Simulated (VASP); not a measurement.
Wanted: the native input for a VASP 6.6.1 run.

| Item | Value |
| --- | --- |
| Task | single point |
| Functional | PBE |
| Potentials or basis | VASP PAW PBE potentials, release 64 (Eu, S) |
| Cutoff | 600 eV |
| k mesh | 10 × 10 × 10 |
| Occupations | fermi-dirac, width 0.05 eV |
| Spin | collinear spin, ferromagnetic start |
| Starting moments | [4.9, 0.0] μB |
| Hubbard terms | Eu f U = 4.5 eV |
| Dipole correction | no |
| Further INCAR settings | ALGO = Normal; EDIFF = 1e-06; NBANDS = 22 |

The structure of EuS lies in POSCAR:

```
EuS
1.0
    4.2122350000      0.0000000000      0.0000000000
    2.1061175000      3.6479025167      0.0000000000
    2.1061175000      1.2159675056      3.4392754756
Eu S
1 1
Direct
    0.0000000000      0.0000000000      0.0000000000
    0.5000000000      0.5000000000      0.5000000000
```

The input as run:

INCAR

```
SYSTEM = EuS
  PREC = Accurate
  ENCUT = 600
  EDIFF = 1E-6
  ISMEAR = -1
  SIGMA = 0.05
  LREAL = .False.
  LASPH = .True.
  NELM = 200
  ALGO = Normal
  ISIF = 2
  LWAVE = .False.
  LCHARG = .True.
  ISPIN = 2
  MAGMOM = 4.9 0
  LORBIT = 11
  LMAXMIX = 6
  LDAU = .True.
  LDAUTYPE = 2
  LDAUL = 3 -1
  LDAUU = 4.5 0
  LDAUJ = 0 0
  LDAUPRINT = 1
  GGA = PE
  LELF = .True.
  LVHAR = .True.
  NBANDS = 22
  GGA_COMPAT = .False.
```

KPOINTS

```
Automatic mesh
0
Gamma
  10 10 10
  0 0 0
```

Potentials or basis: VASP PAW PBE potentials, release 64 (Eu, S).

Command:

```bash
$ cat potpaw_PBE.64/Eu/POTCAR potpaw_PBE.64/S/POTCAR > POTCAR
$ mpirun -np 1 vasp_std > vasp.out
```

Results of the run:

- Pressure: 0.4 GPa
- Net moment: 7.00 μB per cell
- Site moments: Eu +6.70; S -0.07 μB
- Valence electrons inside the program's atomic spheres: Eu 14.86; S 3.76

Caveat: a cell with one magnetic atom can't hold antiferromagnetic order, which such compounds often take.

Run time: 110 s on 1 thread of Intel(R) Xeon(R) 6975P-C (Granite Rapids), with other jobs on the host, peak memory 0.32 GiB.
